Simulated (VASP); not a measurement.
# Sb (R-3m) in VASP: a series of runs

Sb is run at these levels: PBE; tasks: single point.

Program: VASP 6.6.1. These are calculated values, not measurements. Logs are shortened: lines on timing, memory, paths and dates and some standing lists are left out, and cuts for length are marked.

## (1) The cell of the first run

It takes space group R-3m (No. 166, trigonal). Conventional cell: a = 4.626 Å, b = 4.626 Å, c = 11.331 Å, α = 90.00°, β = 90.00°, γ = 120.00°. Within 2.2 Å of Sb (site symmetry 3m) lie 1 Sb at 1.64 Å.

## (2) Single point, PBE (shortest bond scaled by 0.58)

File INCAR:

```
SYSTEM = Sb
PREC = Accurate ; ENCUT = 520
EDIFF = 1E-6 ; ISMEAR = -1
SIGMA = 0.05 ; LREAL = .FALSE.
LASPH = .TRUE. ; NELM = 60
ALGO = Normal ; ISIF = 2
LWAVE = .FALSE. ; LCHARG = .FALSE.
GGA = PE ; NBANDS = 12
```

File KPOINTS:

```
regular mesh
0
G
  8 8 8
  0 0 0
```

File POSCAR:

```
Sb
1.0
    0.0000000000      3.2710663102      3.2710663102
    3.2710663102      0.0000000000      3.2710663102
    3.2710663102      3.2710663102      0.0000000000
Sb
2
Direct
   -0.2825000000     -0.0725000000     -0.0725000000
    0.2825000000      0.0725000000      0.0725000000
```

Potentials or basis: VASP PAW PBE potentials, release 64 (Sb).

Command:

```
> cat potpaw_PBE.64/Sb/POTCAR > POTCAR
> mpirun -np 1 vasp_std > vasp.out
```

OUTCAR:

```text
SYSTEM = Sb
   PREC = Accurate
   ENCUT = 520
   EDIFF = 1E-6
   ISMEAR = -1
   LREAL = .FALSE.
   LASPH = .TRUE.
   NELM = 60
   ISIF = 2
   GGA = PE

 ion  position               nearest neighbor table
   1  0.718  0.928  0.928-   2 1.64   2 3.42   2 3.42   2 3.42
   2  0.282  0.072  0.072-   1 1.64   1 3.42   1 3.42   1 3.42

 -----------------------------------------------------------------------------
|                                                                             |
|           W    W    AA    RRRRR   N    N  II  N    N   GGGG   !!!           |
|           W    W   A  A   R    R  NN   N  II  NN   N  G    G  !!!           |
|           W    W  A    A  R    R  N N  N  II  N N  N  G       !!!           |
|           W WW W  AAAAAA  RRRRR   N  N N  II  N  N N  G  GGG   !            |
|           WW  WW  A    A  R   R   N   NN  II  N   NN  G    G                |
|           W    W  A    A  R    R  N    N  II  N    N   GGGG   !!!           |
|                                                                             |
|     The distance between some ions is very small. Please check the          |
|     nearest-neighbor list in the OUTCAR file.                               |
|     I HOPE YOU KNOW WHAT YOU ARE DOING!                                     |
|                                                                             |
 -----------------------------------------------------------------------------

  LATTYP: Found a face centered cubic cell.
 ALAT       =     6.5421326204

  Lattice vectors:

 A1 = (   0.0000000000,   3.2710663102,   3.2710663102)
 A2 = (   3.2710663102,   0.0000000000,   3.2710663102)
 A3 = (   3.2710663102,   3.2710663102,   0.0000000000)

Analysis of symmetry for initial positions (statically):
=====================================================================
 Subroutine PRICEL returns:
 Original cell was already a primitive cell.

 Routine SETGRP: Setting up the symmetry group for a
 face centered cubic supercell.

 Subroutine GETGRP returns: Found 12 space group operations
 (whereof  4 operations were pure point group operations)
 out of a pool of 48 trial point group operations.

The static configuration has the point symmetry C_2h.
 The point group associated with its full space group is D_3d.

Analysis of symmetry for dynamics (positions and initial velocities):
=====================================================================
 Subroutine PRICEL returns:
 Original cell was already a primitive cell.

 Routine SETGRP: Setting up the symmetry group for a
 face centered cubic supercell.

 Subroutine GETGRP returns: Found 12 space group operations
 (whereof  4 operations were pure point group operations)
 out of a pool of 48 trial point group operations.

The dynamic configuration has the point symmetry C_2h.
 The point group associated with its full space group is D_3d.

 Subroutine INISYM returns: Found 12 space group operations
 (whereof  4 operations are pure point group operations),
 and found     1 'primitive' translations

----------------------------------------------------------------------------------------

                                     Primitive cell

  volume of cell :      70.0000

  direct lattice vectors                    reciprocal lattice vectors
     0.000000000  3.271066310  3.271066310    -0.152855354  0.152855354  0.152855354
     3.271066310  0.000000000  3.271066310     0.152855354 -0.152855354  0.152855354
     3.271066310  3.271066310  0.000000000     0.152855354  0.152855354 -0.152855354

  length of vectors
     4.625986339  4.625986339  4.625986339     0.264753240  0.264753240  0.264753240

  position of ions in fractional coordinates (direct lattice)
     0.717500000  0.927500000  0.927500000
     0.282500000  0.072500000  0.072500000

  ion indices of the primitive-cell ions
   primitive index   ion index
                 1           1
                 2           2

----------------------------------------------------------------------------------------

 KPOINTS: regular mesh

Automatic generation of k-mesh.
 Grid dimensions read from file:
 generate k-points for:    8    8    8

 Generating k-lattice:

  Cartesian coordinates                     Fractional coordinates (reciprocal lattice)
    -0.019106919  0.019106919  0.019106919     0.125000000  0.000000000  0.000000000
     0.019106919 -0.019106919  0.019106919     0.000000000  0.125000000  0.000000000
     0.019106919  0.019106919 -0.019106919     0.000000000  0.000000000  0.125000000

  Length of vectors
     0.033094155  0.033094155  0.033094155

  Shift w.r.t. Gamma in fractional coordinates (k-lattice)
     0.000000000  0.000000000  0.000000000

 Subroutine IBZKPT returns following result:
 ===========================================

 Found     65 irreducible k-points:

 Following reciprocal coordinates:
            Coordinates               Weight
  0.000000  0.000000  0.000000      1.000000
  0.125000  0.000000  0.000000      2.000000
  0.000000  0.125000  0.000000      6.000000
  0.250000  0.000000  0.000000      2.000000
  0.000000  0.250000  0.000000      6.000000
  0.375000  0.000000  0.000000      2.000000
[... 16 lines left out ...]
 -0.250000  0.125000  0.000000      6.000000
  0.000000 -0.250000  0.125000     12.000000
 [... further k-points ...]
   k-points           NKPTS =     65   k-points in BZ     NKDIM =     65   number of bands    NBANDS=     12
   number of dos      NEDOS =    301   number of ions     NIONS =      2
   total plane-waves  NPLWV =  46656
   dimension x,y,z NGX =    36 NGY =   36 NGZ =   36
   dimension x,y,z NGXF=    72 NGYF=   72 NGZF=   72
   ions per type =               2
   NGX,Y,Z   is equivalent  to a cutoff of  12.94, 12.94, 12.94 a.u.
   NGXF,Y,Z  is equivalent  to a cutoff of  25.87, 25.87, 25.87 a.u.
 SYSTEM =  Sb
   PREC   = accura    normal or accurate (medium, high low for compatibility)
   ISTART =      0    job   : 0-new  1-cont  2-samecut
   ICHARG =      2    charge: 1-file 2-atom 10-const
   ISPIN  =      1    spin polarized calculation?
   LNONCOLLINEAR =      F non collinear calculations
   LSORBIT =      F    spin-orbit coupling
   LASPH  =      T    aspherical Exc in radial PAW
   ENCUT  =  520.0 eV  38.22 Ry    6.18 a.u.   8.60  8.60  8.60*2*pi/ulx,y,z
   NELM   =     60;   NELMIN=  2; NELMDL= -5     # of ELM steps
   EDIFF  = 0.1E-05   stopping-criterion for ELM
   LREAL  =      F    real-space projection
   EDIFFG = 0.1E-04   stopping-criterion for IOM
   NSW    =      0    number of steps for IOM
   IBRION =     -1    ionic relax: 0-MD 1-quasi-New 2-CG
   NFREE  =      0    steps in history (QN), initial steepest desc. (CG)
   ISIF   =      2    stress and relaxation
   ISYM   =      2    0-nonsym 1-usesym 2-fastsym
   POTIM  = 0.5000    time-step for ionic-motion
   TEBEG  =    0.0;   TEEND  =   0.0 temperature during run
   PSTRESS=    0.0 pullay stress
   NELECT =      10.0000    total number of electrons
   NUPDOWN=      -1.0000    fix difference up-down
   EMIN   =  10.00;   EMAX   =-10.00  energy-range for DOS
   EFERMI =   0.00;   METHOD = LEGACY
   ISMEAR =    -1;   SIGMA  =   0.05  broadening in eV -4-tet -1-fermi 0-gaus
   EFERMI_NEDOS =   21; number of points for ismear=-14 and -15
   IALGO  =     38    algorithm
   IMIX   =      4    mixing-type and parameters
     AMIX     =   0.40;   BMIX     =  1.00
     AMIX_MAG =   1.60;   BMIX_MAG =  1.00
  volume/ion in A,a.u.               =      35.00       236.19
  Fermi-wavevector in a.u.,A,eV,Ry     =   0.855806  1.617239  9.964967  0.732404
  Thomas-Fermi vector in A             =   1.972612
   LORBIT       =      0    0 simple, 1 ext, 2 COOP (PROOUT), +10 PAW based schemes
   GGA     = PE    functional components
   LHFCALC =     F    Hartree Fock is set to
   AEXX    =    0.0000 exact exchange contribution
   IVDW    =     0    specifies the selected vdW correction
   LEPSILON=     F    determine dielectric tensor
   LRPA    =     F    only Hartree local field effects (RPA)
 non-spin polarized calculation
  energy-cutoff  :      520.00
  volume of cell :       70.00
 maximum number of plane-waves:      1902
 NGX is ok and might be reduce to    36
   NGX = 17   NGY = 17   NGZ = 17

 number of electron      10.0000000 magnetization

 number of electron       9.9999999 magnetization

 Free energy of the ion-electron system (eV)
  ---------------------------------------------------
  ext. energy  EPLUGINS =         0.00000000
  ---------------------------------------------------
  free energy    TOTEN  =        14.53110460 eV

  energy without entropy =       14.53718972  energy(sigma->0) =       14.53414716

 E-fermi :   6.4331     XC(G=0):  -8.3338

 val. band max:        6.3983880916   @ k =   0.0000   0.5000   0.1250
 cond. band min:       6.4963113215   @ k =   0.1250   0.5000   0.2500
 fundamental gap:      0.0979232299
 Fermi energy:         6.4330607155

 k-point     1 :       0.0000    0.0000    0.0000
  band No.  band energies     occupation
      1      -8.6729      2.00000
      2       2.1467      2.00000
      3       2.5882      2.00000
      4       2.5882      2.00000
      5       2.7627      2.00000
      6       7.1383      0.00000
      7       7.1383      0.00000
      8       9.7563      0.00000
      9      10.7806      0.00000
     10      11.7286      0.00000
     11      11.7286      0.00000
     12      13.1925      0.00000

 k-point     2 :       0.1250    0.0000    0.0000
  band No.  band energies     occupation
      1      -8.5878      2.00000
      2       0.6411      2.00000
      3       2.4185      2.00000
      4       2.4185      2.00000
      5       4.3618      2.00000
      6       7.5069      0.00000
      7       7.5069      0.00000
      8       9.0973      0.00000
      9      11.1607      0.00000
     10      11.1607      0.00000
     11      11.8712      0.00000
     12      13.9876      0.00000

 k-point     3 :       0.0000    0.1250    0.0000
  band No.  band energies     occupation
      1      -8.6142      2.00000
      2       1.3999      2.00000
      3       2.2952      2.00000
      4       2.5796      2.00000
      5       3.3349      2.00000
      6       7.0029      0.00002
      7       7.4428      0.00000
      8       9.9437      0.00000
      9      10.9595      0.00000
     10      11.6454      0.00000
     11      11.7496      0.00000
     12      12.9133      0.00000

 k-point     4 :       0.2500    0.0000    0.0000
  band No.  band energies     occupation
      1      -8.3622      2.00000
      2      -0.8637      2.00000
      3       2.0743      2.00000
      4       2.0743      2.00000
      5       5.9699      1.99981
      6       8.3339      0.00000
      7       8.3339      0.00000
      8       8.7554      0.00000
      9      10.6338      0.00000
     10      10.6338      0.00000
     11      12.6057      0.00000
     12      14.1761      0.00000

 k-point     5 :       0.0000    0.2500    0.0000
  band No.  band energies     occupation
      1      -8.4639      2.00000
      2       0.3037      2.00000
      3       2.1365      2.00000
      4       2.5647      2.00000
      5       3.4620      2.00000
      6       6.6617      0.02044
      7       8.3844      0.00000
      8      10.3924      0.00000
      9      10.8602      0.00000
     10      11.4736      0.00000
     11      11.9863      0.00000
     12      13.9713      0.00000
[... 228 lines left out ...]
      1      -8.2312      2.00000
      2      -0.5377      2.00000
      3       1.3171      2.00000
      4       2.3466      2.00000
      5       3.8282      2.00000
      6       6.5167      0.31610
      7       9.2856      0.00000
      8      10.1775      0.00000
      9      11.5259      0.00000
     10      12.0277      0.00000
     11      14.3282      0.00000
     12      14.4193      0.00000

 k-point    22 :       0.1250    0.0000   -0.3750
  band No.  band energies     occupation
      1      -8.1974      2.00000
      2      -0.8438      2.00000
      3       1.1582      2.00000
      4       2.3725      2.00000
      5       4.4546      2.00000
      6       6.6410      0.03077
      7       9.2149      0.00000
      8      10.3690      0.00000
      9      11.7570      0.00000
     10      12.1121      0.00000
     11      12.5963      0.00000
     12      14.3314      0.00000

 k-point    23 :      -0.2500    0.1250    0.0000
  band No.  band energies     occupation
      1      -8.2437      2.00000
      2      -1.2335      2.00000
      3       1.5670      2.00000
      4       2.1388      2.00000
      5       6.0775      1.99837
      6       7.8981      0.00000
      7       8.9081      0.00000
      8       9.3922      0.00000
      9      10.7171      0.00000
     10      10.7455      0.00000
     11      13.1853      0.00000
     12      14.7372      0.00000

 k-point    24 :       0.0000   -0.2500    0.1250
  band No.  band energies     occupation
      1      -8.3753      2.00000
      2       0.2433      2.00000
      3       1.3047      2.00000
      4       2.4261      2.00000
      5       3.8684      2.00000
      6       6.8350      0.00064
      7       8.1453      0.00000
      8      10.1824      0.00000
      9      10.9060      0.00000
     10      12.2319      0.00000
     11      13.4566      0.00000
     12      14.1052      0.00000

 [... further k-points ...]

------------------------ aborting loop because EDIFF is reached ----------------------------------------

  FORCE on cell =-STRESS in cart. coord.  units (eV):
  Direction    XX          YY          ZZ          XY          YZ          ZX
  --------------------------------------------------------------------------------------
  -------------------------------------------------------------------------------------
  Total       43.5917212     43.5917212     43.5917212    -43.1029140     43.1029140    -43.1029140
  in kB      997.7381075    997.7381075    997.7381075   -986.5501666    986.5501666   -986.5501666
  external PRESSURE =     997.7381075 kB  Pullay stress =       0.0000000 kB

 VOLUME and BASIS-vectors are now :
 -----------------------------------------------------------------------------
  energy-cutoff  :      520.00
  volume of cell :       70.00
      direct lattice vectors                 reciprocal lattice vectors
     0.000000000  3.271066310  3.271066310    -0.152855354  0.152855354  0.152855354
     3.271066310  0.000000000  3.271066310     0.152855354 -0.152855354  0.152855354
     3.271066310  3.271066310  0.000000000     0.152855354  0.152855354 -0.152855354

 POSITION                                       TOTAL-FORCE (eV/Angst)
 -----------------------------------------------------------------------------------
      6.06783      5.38090      5.38090       -44.804484     44.804484     44.804484
      0.47430      1.16123      1.16123        44.804484    -44.804484    -44.804484
 -----------------------------------------------------------------------------------
    total drift:                               -0.000000     -0.000000     -0.000000

  FREE ENERGIE OF THE ION-ELECTRON SYSTEM (eV)
  ---------------------------------------------------
  free  energy   TOTEN  =        14.5311046010 eV

  energy  without entropy=       14.5371897210  energy(sigma->0) =       14.53414716
```

Run time: 28 s. Hardware: 1 thread of Intel Xeon 6975P-C, shared host; peak memory 0.22 GiB.

Results:

* Free energy: 14.5311 eV
* Pressure: 99.8 GPa
* Largest force: 77.604 eV/Å
* Band gap on the k mesh: zero (band 5 reaches 6.83 eV, above the bottom of band 6 at 6.18 eV)

Forces on the atoms (eV/Å):
```
Sb  -44.804  44.804  44.804
Sb   44.804 -44.804 -44.804
```

Stress tensor (GPa, compression positive):
```
 99.77 -98.66 -98.66
-98.66  99.77  98.66
-98.66  98.66  99.77
```

Levels at points of the mesh, in eV from the Fermi level:
```
           k point  band 3  band 4  band 5  band 6  band 7  band 8
(0.00, 0.00, 0.00)   -3.84   -3.84   -3.67    0.71    0.71    3.32
(0.50, 0.00, 0.00)   -4.75   -4.75    0.25    2.50    2.50    3.85
(0.00, 0.50, 0.00)   -4.48   -3.87   -3.15   -0.25    3.39    4.28
(0.50, 0.50, 0.00)   -5.35   -4.57   -2.82    0.51    4.24    4.39
```

Caveat: the cell differs from its parent crystal (shortest bond scaled by 0.58); spin-orbit coupling is left out, which moves the levels of the heavy elements; forces of over 1 eV/Å act on the atoms, so gaps and moduli don't describe the material at rest.

## (3) Single point, PBE, collinear spin, ferromagnetic start

File INCAR:

```
SYSTEM = Sb
ALGO     = Normal         ! electronic algorithm
EDIFF    = 1E-6           ! SCF threshold, eV
ENCUT    = 520            ! plane-wave cutoff, eV
GGA      = PE             ! functional
ISIF     = 2              ! what is computed and relaxed
ISMEAR   = -1             ! smearing method
ISPIN    = 2              ! spin polarisation
LASPH    = .True.         ! aspherical terms in the spheres
LCHARG   = .True.         ! write CHGCAR
LELF     = .True.         ! ELF
LORBIT   = 11             ! projections on sites
LREAL    = .False.        ! projectors in reciprocal space
LVHAR    = .True.       
LWAVE    = .False.        ! write WAVECAR
MAGMOM   = 0.2 0.2        ! initial moments
NBANDS   = 16             ! bands
NELM     = 150            ! most SCF steps
PREC     = Accurate       ! precision mode
SIGMA    = 0.05           ! smearing width, eV
```

File KPOINTS:

```
k-points
0
Gamma
  8 8 8
  0 0 0
```

File POSCAR:

```
Sb
1.0
    0.0000000000      3.2710663102      3.2710663102
    3.2710663102      0.0000000000      3.2710663102
    3.2710663102      3.2710663102      0.0000000000
Sb
2
Direct
   -0.0875000000     -0.1375000000     -0.1375000000
    0.0875000000      0.1375000000      0.1375000000
```

Potentials or basis: VASP PAW PBE potentials, release 64 (Sb).

Command:

```
> cat potpaw_PBE.64/Sb/POTCAR > POTCAR
> mpirun -np 1 vasp_std > vasp.out
```

Run time: 100 s. Hardware: 1 thread of Intel Xeon 6975P-C, shared host; peak memory 0.3 GiB.

It converged, with:

| Quantity | Value |
| --- | --- |
| Free energy | -7.1023 eV |
| Pressure | 10.1 GPa |
| Largest force | 0.978 eV/Å |
| Band gap on the k mesh | zero (filled and empty bands overlap) |
| Net moment | 0.00 μB per cell |
| Valence electrons inside the program's atomic spheres | Sb 2.48 |

Forces in eV/Å, atoms in the order of the input:
```
Sb   0.565 -0.565 -0.565
Sb  -0.565  0.565  0.565
```

Stress tensor (GPa, compression positive):
```
10.13  4.32  4.32
 4.32 10.13 -4.32
 4.32 -4.32 10.13
```

Levels at points of the mesh, in eV from the Fermi level:
Spin up:
| k point | band 1 | band 2 | band 3 | band 4 | band 5 | band 6 | band 7 | band 8 | band 9 | band 10 |
| --- | --- | --- | --- | --- | --- | --- | --- | --- | --- | --- |
| (0.00, 0.00, 0.00) | -12.69 | -4.29 | -2.56 | -2.56 | -0.80 | -0.41 | 0.86 | 0.86 | 3.92 | 6.53 |
| (0.50, 0.00, 0.00) | -11.74 | -7.29 | -3.19 | -3.19 | -2.96 | 1.40 | 1.40 | 4.19 | 5.87 | 7.74 |
| (0.00, 0.50, 0.00) | -11.19 | -8.86 | -3.54 | -2.25 | -2.02 | 0.81 | 2.62 | 4.79 | 6.23 | 6.48 |
| (0.50, 0.50, 0.00) | -10.34 | -9.58 | -4.33 | -3.74 | -1.07 | -0.35 | 5.09 | 5.47 | 6.63 | 7.23 |
Spin down:
```
           k point  band 2  band 3  band 4  band 5  band 6  band 7  band 8  band 9
(0.00, 0.00, 0.00)   -4.29   -2.56   -2.56   -0.80   -0.41    0.86    0.86    3.92
(0.50, 0.00, 0.00)   -7.29   -3.19   -3.19   -2.96    1.40    1.40    4.19    5.87
(0.00, 0.50, 0.00)   -8.86   -3.54   -2.25   -2.02    0.81    2.62    4.79    6.23
(0.50, 0.50, 0.00)   -9.58   -4.33   -3.74   -1.07   -0.35    5.09    5.47    6.63
```

Caveat: spin-orbit coupling is left out, which moves the levels of the heavy elements.
